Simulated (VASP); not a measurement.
Here is a VASP 6.6.1 calculation.

File POSCAR:

```
MgO
1.0
    2.0391349248      2.0391349248      0.0000000000
   -2.0391349248      2.0391349248      0.0000000000
    0.0000000000      0.0000000000      4.2800811412
Mg O
2 2
Direct
    0.0000000000      0.0000000000      0.0000000000
    0.5000000000      0.5000000000      0.5000000000
    0.5000000000      0.5000000000      0.0000000000
    0.0000000000      0.0000000000      0.5000000000
```

File INCAR.step1:

```
SYSTEM = MgO
PREC = Accurate
ENCUT = 520
ISMEAR = 0
SIGMA = 0.02
LREAL = .FALSE.
LASPH = .TRUE.
NELM = 60
NBANDS = 16
GGA = PE
ALGO = Normal
EDIFF = 1E-4
LWAVE = .TRUE.
LCHARG = .FALSE.
```

File INCAR.step2:

```
SYSTEM = MgO
PREC = Accurate
ENCUT = 520
EDIFF = 1E-6
ISMEAR = 0
SIGMA = 0.02
LREAL = .FALSE.
LASPH = .TRUE.
NELM = 60
ALGO = Normal
ISIF = 2
LWAVE = .FALSE.
LCHARG = .TRUE.
METAGGA = R2SCAN
LMIXTAU = .TRUE.
LELF = .TRUE.
LVHAR = .TRUE.
NBANDS = 16
ISTART = 1
```

Contents of KPOINTS:

```
Automatic mesh
0
G
  8 8 6
  0 0 0
```

Potentials or basis: VASP PAW PBE potentials, release 64 (Mg, O).

The run is started by

```sh
$ cat potpaw_PBE.64/Mg/POTCAR potpaw_PBE.64/O/POTCAR > POTCAR
$ cp INCAR.step1 INCAR
$ mpirun -np 1 vasp_std > vasp.out
$ cp INCAR.step2 INCAR
$ mpirun -np 1 vasp_std > vasp.out
```

Task: What does it give for the pressure?

Result: 7.6 GPa.

Task: Predict the band gap on the k mesh.

Result: 6.03 eV.

Stress tensor (GPa, compression positive):
```
11.71  0.00  0.00
 0.00 11.71  0.00
 0.00  0.00 -0.67
```

Caveat: the cell differs from its parent crystal (biaxial strain in the a-b plane: -3.0 %); the cell stands under pressure; the PAW data sets were made with another functional, which shifts forces and pressure a little.
